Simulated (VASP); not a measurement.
# Sc (Fmmm) in VASP: notebook

The runs below take Sc through single point, with r2SCAN.

All numbers are computed with VASP 6.6.1; they aren't measurements. Logs are shortened: lines on timing, memory, paths and dates and some standing lists are left out, and cuts for length are marked.

### Step 1. The cell of the first run

The structure is orthorhombic, space group Fmmm (No. 69). Conventional cell: a = 4.761 Å, b = 5.288 Å, c = 5.341 Å, α = 90.00°, β = 90.00°, γ = 90.00°. Sc (site symmetry mmm) has 14 Sc at 3.56 to 4.76 Å within 4.8 Å.

### Step 2. Single point, r2SCAN

POSCAR

```
Sc
1.0
   -1.8883950000      1.8883950000      2.3805000000
    1.8883950000     -1.8883950000      2.3805000000
    1.8696050000      1.8696050000     -2.3805000000
Sc
1
Direct
    0.0000000000      0.0000000000      0.0000000000
```

INCAR.step1

```
SYSTEM = Sc
  PREC = Accurate
  ENCUT = 520
  ISMEAR = -1
  SIGMA = 0.1
  LREAL = .False.
  LASPH = .True.
  NELM = 80
  NBANDS = 12
  GGA = PE
  ALGO = Normal
  EDIFF = 1E-4
  LWAVE = .True.
  LCHARG = .False.
```

INCAR.step2

```
SYSTEM = Sc
  PREC = Accurate
  ENCUT = 520
  EDIFF = 1E-6
  ISMEAR = -1
  SIGMA = 0.1
  LREAL = .False.
  LASPH = .True.
  NELM = 80
  ALGO = Normal
  ISIF = 2
  LWAVE = .False.
  LCHARG = .True.
  METAGGA = R2SCAN
  LMIXTAU = .True.
  LELF = .True.
  LVHAR = .True.
  NBANDS = 12
  ISTART = 1
```

KPOINTS

```
Automatic mesh
0
Gamma
  13 13 13
  0 0 0
```

Potentials or basis: VASP PAW PBE potentials, release 64 (Sc_sv).

Started as:

```console
> cat potpaw_PBE.64/Sc_sv/POTCAR > POTCAR
> cp INCAR.step1 INCAR
> mpirun -np 1 vasp_std > vasp.out
> cp INCAR.step2 INCAR
> mpirun -np 1 vasp_std > vasp.out
```

OUTCAR:

```text
SYSTEM = Sc
   PREC = Accurate
   ENCUT = 520
   EDIFF = 1E-6
   ISMEAR = -1
   LREAL = .False.
   LASPH = .True.
   NELM = 80
   ISIF = 2
   METAGGA = R2SCAN
   ISTART = 1

 ion  position               nearest neighbor table
   1  0.000  0.000  0.000-

  LATTYP: Found a face centered orthorhombic cell.
 ALAT       =     4.7610000000
 B/A-ratio  =     1.1106997468
 C/A-ratio  =     1.1218625583

  Lattice vectors:

 A1 = (  -0.0187900000,   3.7580000000,   0.0000000000)
 A2 = (  -1.8883950000,   1.8883950000,   2.3805000000)
 A3 = (   1.8696050000,   1.8696050000,   2.3805000000)

Analysis of symmetry for initial positions (statically):
=====================================================================
 Subroutine PRICEL returns:
 Original cell was already a primitive cell.

 Routine SETGRP: Setting up the symmetry group for a
 face centered orthorhombic supercell.

 Subroutine GETGRP returns: Found  8 space group operations
 (whereof  8 operations were pure point group operations)
 out of a pool of  8 trial point group operations.

The static configuration has the point symmetry D_2h.

Analysis of symmetry for dynamics (positions and initial velocities):
=====================================================================
 Subroutine PRICEL returns:
 Original cell was already a primitive cell.

 Routine SETGRP: Setting up the symmetry group for a
 face centered orthorhombic supercell.

 Subroutine GETGRP returns: Found  8 space group operations
 (whereof  8 operations were pure point group operations)
 out of a pool of  8 trial point group operations.

The dynamic configuration has the point symmetry D_2h.

 Subroutine INISYM returns: Found  8 space group operations
 (whereof  8 operations are pure point group operations),
 and found     1 'primitive' translations

----------------------------------------------------------------------------------------

                                     Primitive cell

  volume of cell :      33.6179

  direct lattice vectors                    reciprocal lattice vectors
    -1.888395000  1.888395000  2.380500000     0.001330528  0.266105641  0.210039908
     1.888395000 -1.888395000  2.380500000     0.266105641  0.001330528  0.210039908
     1.869605000  1.869605000 -2.380500000     0.267436170  0.267436170  0.000000000

  length of vectors
[... 85 lines left out ...]
   NFREE  =      0    steps in history (QN), initial steepest desc. (CG)
   ISIF   =      2    stress and relaxation
   ISYM   =      2    0-nonsym 1-usesym 2-fastsym
   POTIM  = 0.5000    time-step for ionic-motion
   TEBEG  =    0.0;   TEEND  =   0.0 temperature during run
   PSTRESS=    0.0 pullay stress
   NELECT =      11.0000    total number of electrons
   NUPDOWN=      -1.0000    fix difference up-down
   EMIN   =  10.00;   EMAX   =-10.00  energy-range for DOS
   EFERMI =   0.00;   METHOD = LEGACY
   ISMEAR =    -1;   SIGMA  =   0.10  broadening in eV -4-tet -1-fermi 0-gaus
   EFERMI_NEDOS =   21; number of points for ismear=-14 and -15
   IALGO  =     38    algorithm
   IMIX   =      4    mixing-type and parameters
     AMIX     =   0.40;   BMIX     =  1.00
     AMIX_MAG =   1.60;   BMIX_MAG =  1.00
  volume/ion in A,a.u.               =      33.62       226.86
  Fermi-wavevector in a.u.,A,eV,Ry     =   1.128103  2.131806 17.314998  1.272616
  Thomas-Fermi vector in A             =   2.264792
   LORBIT       =      0    0 simple, 1 ext, 2 COOP (PROOUT), +10 PAW based schemes
   METAGGA = R2SCAN    functional components
   LHFCALC =     F    Hartree Fock is set to
   AEXX    =    0.0000 exact exchange contribution
   IVDW    =     0    specifies the selected vdW correction
   LEPSILON=     F    determine dielectric tensor
   LRPA    =     F    only Hartree local field effects (RPA)
 non-spin polarized calculation
  energy-cutoff  :      520.00
  volume of cell :       33.62
 maximum number of plane-waves:       920
   NGX = 13   NGY = 13   NGZ = 13

 number of electron      10.9999999 magnetization

 Free energy of the ion-electron system (eV)
  ---------------------------------------------------
  ext. energy  EPLUGINS =         0.00000000
  ---------------------------------------------------
  free energy    TOTEN  =       -11.01455010 eV

  energy without entropy =      -10.93673032  energy(sigma->0) =      -10.97564021

 E-fermi :   2.1707     XC(G=0):  -9.3516

 val. band max:        2.1655351815   @ k =  -0.4615   0.2308  -0.0000
 cond. band min:       2.1801960333   @ k =   0.4615   0.1538   0.1538
 fundamental gap:      0.0146608518
 Fermi energy:         2.1707336646

 k-point     1 :       0.0000    0.0000    0.0000
  band No.  band energies     occupation
      1     -50.3122      2.00000
      2     -27.8532      2.00000
      3     -27.8366      2.00000
      4     -27.8337      2.00000
      5      -2.7416      2.00000
      6       3.3184      0.00002
      7       3.3699      0.00001
      8       3.7691      0.00000
      9       4.1513      0.00000
     10       4.5937      0.00000
     11      13.7220      0.00000
     12      15.6979      0.00000
[... 331 lines left out ...]
 k-point    24 :       0.4615    0.1538   -0.0000
  band No.  band energies     occupation
      1     -50.2957      2.00000
      2     -27.9685      2.00000
      3     -27.8800      2.00000
      4     -27.8608      2.00000
      5       0.9538      1.99999
      6       1.8313      1.93504
      7       2.9470      0.00085
      8       3.8277      0.00000
      9       4.8745      0.00000
     10       5.4526      0.00000
     11       6.8965      0.00000
     12      10.9970      0.00000

 [... further k-points ...]

------------------------ aborting loop because EDIFF is reached ----------------------------------------

  FORCE on cell =-STRESS in cart. coord.  units (eV):
  Direction    XX          YY          ZZ          XY          YZ          ZX
  --------------------------------------------------------------------------------------
  -------------------------------------------------------------------------------------
  Total       -2.0780456     -2.0780456     -1.8887307      0.0274838     -0.0000000     -0.0000000
  in kB      -99.0363840    -99.0363840    -90.0139348      1.3098363     -0.0000000     -0.0000000
  external PRESSURE =     -96.0289009 kB  Pullay stress =       0.0000000 kB

 VOLUME and BASIS-vectors are now :
 -----------------------------------------------------------------------------
  energy-cutoff  :      520.00
  volume of cell :       33.62
      direct lattice vectors                 reciprocal lattice vectors
    -1.888395000  1.888395000  2.380500000     0.001330528  0.266105641  0.210039908
     1.888395000 -1.888395000  2.380500000     0.266105641  0.001330528  0.210039908
     1.869605000  1.869605000 -2.380500000     0.267436170  0.267436170  0.000000000

 POSITION                                       TOTAL-FORCE (eV/Angst)
 -----------------------------------------------------------------------------------
      0.00000      0.00000      0.00000         0.000000     -0.000000      0.000000
 -----------------------------------------------------------------------------------
    total drift:                               -0.000000     -0.000000     -0.000000

  FREE ENERGIE OF THE ION-ELECTRON SYSTEM (eV)
  ---------------------------------------------------
  free  energy   TOTEN  =       -11.0145500986 eV

  energy  without entropy=      -10.9367303194  energy(sigma->0) =      -10.97564021
```

OUTCAR.step1:

```text
SYSTEM = Sc
   PREC = Accurate
   ENCUT = 520
   ISMEAR = -1
   LREAL = .False.
   LASPH = .True.
[... 578 lines left out ...]
 -----------------------------------------------------------------------------------
      0.00000      0.00000      0.00000         0.000000      0.000000      0.000000
 -----------------------------------------------------------------------------------
    total drift:                               -0.000000     -0.000000     -0.000000

  FREE ENERGIE OF THE ION-ELECTRON SYSTEM (eV)
  ---------------------------------------------------
  free  energy   TOTEN  =        -5.9008439143 eV

  energy  without entropy=       -5.8124345457  energy(sigma->0) =       -5.85663923
```

Run time: 6.5 min. Hardware: 1 thread of Intel Xeon Platinum 8259CL at 2.50GHz (Skylake/Cascade Lake), shared host; peak memory 0.26 GiB.

What came out:

| Property | Result |
| --- | --- |
| Free energy | -11.0146 eV |
| Pressure | -9.6 GPa |
| Band gap on the k mesh | zero (an odd number of electrons rules out a gap without spin polarisation) |

Caveat: the cell stands under tension; the PAW data sets were made with another functional, which shifts forces and pressure a little.

### Step 3. Single point, r2SCAN

POSCAR

```
Sc
1.0
   -1.8836975000      1.8836975000      2.3805000000
    1.8836975000     -1.8836975000      2.3805000000
    1.8743025000      1.8743025000     -2.3805000000
Sc
1
Direct
    0.0000000000      0.0000000000      0.0000000000
```

INCAR.step1

```
ALGO     = Normal         # electronic algorithm
EDIFF    = 1E-4           # SCF threshold, eV
ENCUT    = 520            # plane-wave cutoff, eV
GGA      = PE             # functional
ISMEAR   = -1             # smearing method
LASPH    = T              # aspherical terms in the spheres
LCHARG   = F              # write CHGCAR
LREAL    = F              # projectors in reciprocal space
LWAVE    = T              # write WAVECAR
NBANDS   = 12             # bands
NELM     = 80             # most SCF steps
PREC     = Accurate       # precision mode
SIGMA    = 0.1            # smearing width, eV
```

INCAR.step2

```
ALGO     = Normal         # electronic algorithm
EDIFF    = 1E-7           # SCF threshold, eV
ENCUT    = 520            # plane-wave cutoff, eV
ISIF     = 2              # what is computed and relaxed
ISMEAR   = -1             # smearing method
ISTART   = 1            
LASPH    = T              # aspherical terms in the spheres
LCHARG   = F              # write CHGCAR
LMIXTAU  = T            
LREAL    = F              # projectors in reciprocal space
LWAVE    = F              # write WAVECAR
METAGGA  = R2SCAN         # meta-GGA
NBANDS   = 12             # bands
NELM     = 80             # most SCF steps
PREC     = Accurate       # precision mode
SIGMA    = 0.1            # smearing width, eV
```

KPOINTS

```
k-points
0
Gamma
  13 13 13
```

Potentials or basis: VASP PAW PBE potentials, release 64 (Sc_sv).

Started as:

```console
> cat potpaw_PBE.64/Sc_sv/POTCAR > POTCAR
> cp INCAR.step1 INCAR
> mpirun -np 1 vasp_std > vasp.out
> cp INCAR.step2 INCAR
> mpirun -np 1 vasp_std > vasp.out
```

OUTCAR:

```text
EDIFF = 1E-7
   ENCUT = 520
   ISIF = 2
   ISMEAR = -1
   ISTART = 1
   LASPH = T
   LREAL = F
   METAGGA = R2SCAN
   NELM = 80
   PREC = Accurate

 ion  position               nearest neighbor table
   1  0.000  0.000  0.000-

  LATTYP: Found a face centered orthorhombic cell.
 ALAT       =     4.7610000000
 B/A-ratio  =     1.1134904497
 C/A-ratio  =     1.1190718555

  Lattice vectors:

 A1 = (  -0.0093950000,   3.7580000000,   0.0000000000)
 A2 = (  -1.8836975000,   1.8836975000,   2.3805000000)
 A3 = (   1.8743025000,   1.8743025000,   2.3805000000)

Analysis of symmetry for initial positions (statically):
=====================================================================
 Subroutine PRICEL returns:
 Original cell was already a primitive cell.

 Routine SETGRP: Setting up the symmetry group for a
 face centered orthorhombic supercell.

 Subroutine GETGRP returns: Found  8 space group operations
 (whereof  8 operations were pure point group operations)
 out of a pool of  8 trial point group operations.

The static configuration has the point symmetry D_2h.

Analysis of symmetry for dynamics (positions and initial velocities):
=====================================================================
 Subroutine PRICEL returns:
 Original cell was already a primitive cell.

 Routine SETGRP: Setting up the symmetry group for a
 face centered orthorhombic supercell.

 Subroutine GETGRP returns: Found  8 space group operations
 (whereof  8 operations were pure point group operations)
 out of a pool of  8 trial point group operations.

The dynamic configuration has the point symmetry D_2h.

 Subroutine INISYM returns: Found  8 space group operations
 (whereof  8 operations are pure point group operations),
 and found     1 'primitive' translations

[... 116 lines left out ...]
   LORBIT       =      0    0 simple, 1 ext, 2 COOP (PROOUT), +10 PAW based schemes
   METAGGA = R2SCAN    functional components
   LHFCALC =     F    Hartree Fock is set to
   AEXX    =    0.0000 exact exchange contribution
   IVDW    =     0    specifies the selected vdW correction
   LEPSILON=     F    determine dielectric tensor
   LRPA    =     F    only Hartree local field effects (RPA)
 non-spin polarized calculation
  energy-cutoff  :      520.00
  volume of cell :       33.62
 maximum number of plane-waves:       922
   NGX = 13   NGY = 13   NGZ = 13

 number of electron      10.9999998 magnetization

 Free energy of the ion-electron system (eV)
  ---------------------------------------------------
  ext. energy  EPLUGINS =         0.00000000
  ---------------------------------------------------
  free energy    TOTEN  =       -11.01461548 eV

  energy without entropy =      -10.93680521  energy(sigma->0) =      -10.97571035

 E-fermi :   2.1707     XC(G=0):  -9.3516

 val. band max:        2.1684706822   @ k =   0.2308   0.2308   0.1538
 cond. band min:       2.1738304075   @ k =   0.4615   0.1538   0.1538
 fundamental gap:      0.0053597253
 Fermi energy:         2.1706888989

 k-point     1 :       0.0000    0.0000    0.0000
  band No.  band energies     occupation
      1     -50.3123      2.00000
      2     -27.8534      2.00000
      3     -27.8361      2.00000
      4     -27.8346      2.00000
      5      -2.7417      2.00000
      6       3.3311      0.00002
      7       3.3568      0.00001
      8       3.7688      0.00000
      9       4.1524      0.00000
     10       4.5928      0.00000
     11      13.7215      0.00000
     12      15.7155      0.00000
[... 331 lines left out ...]
 k-point    24 :       0.4615    0.1538    0.0000
  band No.  band energies     occupation
      1     -50.2958      2.00000
      2     -27.9688      2.00000
      3     -27.8804      2.00000
      4     -27.8609      2.00000
      5       0.9569      1.99999
      6       1.8286      1.93668
      7       2.9527      0.00080
      8       3.8232      0.00000
      9       4.8750      0.00000
     10       5.4516      0.00000
     11       6.8950      0.00000
     12      11.0386      0.00000

 [... further k-points ...]

------------------------ aborting loop because EDIFF is reached ----------------------------------------

  FORCE on cell =-STRESS in cart. coord.  units (eV):
  Direction    XX          YY          ZZ          XY          YZ          ZX
  --------------------------------------------------------------------------------------
  -------------------------------------------------------------------------------------
  Total       -2.0764779     -2.0764779     -1.8879644      0.0137509      0.0000000      0.0000000
  in kB      -98.9598150    -98.9598150    -89.9757245      0.6553323      0.0000000      0.0000000
  external PRESSURE =     -95.9651181 kB  Pullay stress =       0.0000000 kB

 VOLUME and BASIS-vectors are now :
 -----------------------------------------------------------------------------
  energy-cutoff  :      520.00
  volume of cell :       33.62
      direct lattice vectors                 reciprocal lattice vectors
    -1.883697500  1.883697500  2.380500000     0.000665252  0.266100652  0.210039908
     1.883697500 -1.883697500  2.380500000     0.266100652  0.000665252  0.210039908
     1.874302500  1.874302500 -2.380500000     0.266765904  0.266765904  0.000000000

 POSITION                                       TOTAL-FORCE (eV/Angst)
 -----------------------------------------------------------------------------------
      0.00000      0.00000      0.00000         0.000000      0.000000      0.000000
 -----------------------------------------------------------------------------------
    total drift:                                0.000000     -0.000000     -0.000000

  FREE ENERGIE OF THE ION-ELECTRON SYSTEM (eV)
  ---------------------------------------------------
  free  energy   TOTEN  =       -11.0146154795 eV

  energy  without entropy=      -10.9368052119  energy(sigma->0) =      -10.97571035
```

OUTCAR.step1:

```text
EDIFF = 1E-4
   ENCUT = 520
   GGA = PE
   ISMEAR = -1
   LASPH = T
   LREAL = F
[... 575 lines left out ...]

 POSITION                                       TOTAL-FORCE (eV/Angst)
 -----------------------------------------------------------------------------------
      0.00000      0.00000      0.00000        -0.000000      0.000000      0.000000
 -----------------------------------------------------------------------------------
    total drift:                               -0.000000     -0.000000     -0.000000

  FREE ENERGIE OF THE ION-ELECTRON SYSTEM (eV)
  ---------------------------------------------------
  free  energy   TOTEN  =        -5.9009225313 eV

  energy  without entropy=       -5.8125305548  energy(sigma->0) =       -5.85672654
```

OSZICAR.step1:

```text
N       E                     dE             d eps       ncg     rms          rms(c)
DAV:   1     0.755642788935E+02    0.75564E+02   -0.50061E+03  8232   0.842E+02
DAV:   2    -0.526684438195E+01   -0.80831E+02   -0.79563E+02  8240   0.280E+02
DAV:   3    -0.685317699352E+01   -0.15863E+01   -0.15485E+01 11624   0.498E+01
DAV:   4    -0.688208114216E+01   -0.28904E-01   -0.28816E-01 10208   0.543E+00
DAV:   5    -0.688263325965E+01   -0.55212E-03   -0.55207E-03 10916   0.703E-01    0.467E+00
DAV:   6    -0.599333608840E+01    0.88930E+00   -0.14096E+00 12596   0.155E+01    0.134E+00
DAV:   7    -0.590862306450E+01    0.84713E-01   -0.19129E-01 13236   0.527E+00    0.742E-01
DAV:   8    -0.590387265054E+01    0.47504E-02   -0.38457E-02 11420   0.282E+00    0.283E-01
DAV:   9    -0.590096997001E+01    0.29027E-02   -0.10432E-02 12256   0.131E+00    0.530E-02
DAV:  10    -0.590092253128E+01    0.47439E-04   -0.44004E-04 12688   0.252E-01
   1 F= -.59009225E+01 E0= -.58567265E+01  d E =-.883920E-01
```

Wall time 7.8 min (1 thread of Intel Xeon Platinum 8259CL at 2.50GHz (Skylake/Cascade Lake), shared host); peak memory 0.26 GiB.

What came out:

```
Free energy            : -11.0146 eV
Pressure               : -9.6 GPa
Band gap on the k mesh : zero (an odd number of electrons rules out a gap without spin polarisation)
```

Levels at points of the mesh, in eV from the Fermi level:
```csv
k point,band 4,band 5,band 6,band 7,band 8,band 9
"(0.00, 0.00, 0.00)",-30.01,-4.91,1.16,1.19,1.60,1.98
```

Caveat: the cell stands under tension; the PAW data sets were made with another functional, which shifts forces and pressure a little.

[end of part 1 of 2]
